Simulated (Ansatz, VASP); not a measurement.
TiAl: VASP beside Ansatz

```
Ti Al
1.0
    -2.69817    2.69817    2.59180
     2.69817   -2.69817    2.59180
     2.69817    2.69817   -2.59180
Ti Al
2 2
Cartesian
  0.0000 0.0000 3.8877
  0.0000 0.0000 1.2959
  0.0000 2.6982 1.2959
  2.6982 0.0000 1.2959
```

Alike in both runs: functional PBE; k mesh 6 × 6 × 6; occupations gaussian, width 0.1 eV; no spin polarisation.

Ansatz relaxed the structure, and its values are those at the end. VASP's run is a single point on that final structure, the one shown.

|  | VASP | Ansatz |
| --- | --- | --- |
| version | VASP 6.6.1 | Ansatz 0.2.0 |
| potentials or method | VASP PAW PBE potentials, release 64 (Ti_sv, Al), cutoff 520 eV | scalar-relativistic, plane waves, PAW |
| valence electrons in the cell | 30 | 30 |

```tsv
	VASP	Ansatz	Ansatz less VASP
gap on the k mesh at the Fermi level (eV)	none	none	-
pressure (GPa)	-0.1	0.0	+0.04
```

A gap of «none» marks a metal or a gap that the smearing closes.
